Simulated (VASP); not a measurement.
Crystal: SnSe2.

```
Sn Se
1.0
     3.81100    0.00000    0.00000
    -1.90550    3.30042    0.00000
     0.00000    0.00000    6.13600
Sn Se
1 2
Direct
  0.00000 0.00000 0.00000
  0.66667 0.33333 0.75100
  0.33333 0.66667 0.24900
```

| Property | Result |
| --- | --- |
| Program | VASP 6.6.1 |
| Task | relaxation of cell and atoms |
| Functional | revPBE |
| Dispersion | D3(BJ) |
| Potentials or basis | VASP PAW PBE potentials, release 64 (Sn_d, Se) |
| Cutoff | 600 eV |
| k mesh | 8 × 8 × 5 |
| Occupations | fermi-dirac, width 0.05 eV |
| Spin | no spin polarisation |

At the start: pressure 2.4 GPa; volume 25.73 Å³/atom.

Q: Where does the relaxation end?

A: Over 14 steps the energy falls by 28.0 meV/atom and the volume is 24.78 Å³/atom (-3.7 %); space group P-3m1 (No. 164, to 0.1 Å) before and after.

The path:
```
step  energy change (eV)  largest force (eV/Å)  pressure (GPa)  volume (Å³)
   1              0.0000                0.8588            2.45        77.18
   2             -0.0232                0.1383           -2.65        81.65
   3             -0.0418                0.2366           -0.80        79.80
   4             -0.0519                0.1743           -0.53        78.83
   5             -0.0580                0.0760           -0.07        77.36
   6             -0.0662                0.0963            0.10        76.59
   7             -0.0796                0.1540            0.84        74.28
   8             -0.0834                0.0170           -0.26        74.86
   9             -0.0835                0.0006           -0.14        74.80
  10             -0.0835                0.0024           -0.18        74.81
  11             -0.0837                0.0029           -0.16        74.67
  12             -0.0839                0.0031           -0.12        74.47
  13             -0.0839                0.0173            0.10        74.28
  14             -0.0839                0.0099            0.01        74.35
```

Final structure:
```cif
data_structure
_symmetry_space_group_name_H-M 'P 1'
_symmetry_Int_Tables_number 1
_cell_length_a 3.8278
_cell_length_b 3.8278
_cell_length_c 5.8593
_cell_angle_alpha 90.000
_cell_angle_beta 90.000
_cell_angle_gamma 120.000
_cell_volume 74.35
loop_
_atom_site_label
_atom_site_type_symbol
_atom_site_fract_x
_atom_site_fract_y
_atom_site_fract_z
_atom_site_occupancy
Sn1 Sn 0.00000 0.00000 0.00000 1
Se1 Se 0.66667 0.33333 0.72820 1
Se2 Se 0.33333 0.66667 0.27180 1
```

Caveat: the PAW data sets were made with another functional, which shifts forces and pressure a little.
